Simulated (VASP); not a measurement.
Input of a VASP 6.6.1 run:

Contents of INCAR:

```
ALGO = Normal
EDIFF = 1E-7
ENCUT = 520
GGA = PE
ISIF = 2
ISMEAR = 0
ISPIN = 2
LASPH = T
LCHARG = F
LMAXMIX = 4
LORBIT = 11
LREAL = F
LWAVE = F
MAGMOM = 1 0
NBANDS = 19
NELM = 150
PREC = Accurate
SIGMA = 0.1
```

KPOINTS

```
k-points
0
Gamma
  6 6 6
```

Contents of POSCAR:

```
TiC
1.0
    0.0000000000      2.1657765946      2.1657765946
    2.1657765946      0.0000000000      2.1657765946
    2.1657765946      2.1657765946      0.0000000000
Ti C
1 1
Direct
    0.5000000000      0.5000000000      0.5000000000
    0.0000000000      0.0000000000      0.0000000000
```

Potentials or basis: VASP PAW PBE potentials, release 64 (Ti_sv, C).

Launch:

```console
$ cat potpaw_PBE.64/Ti_sv/POTCAR potpaw_PBE.64/C/POTCAR > POTCAR
$ mpirun -np 1 vasp_std > vasp.out
```

(1) Estimate the net moment.

(2) Predict the pressure.

Results:

(1) 0.00 μB per cell.

(2) 0.5 GPa.

Caveat: the k points lie up to 0.42 Å⁻¹ apart, too coarse for converged energies and pressures of a metal.
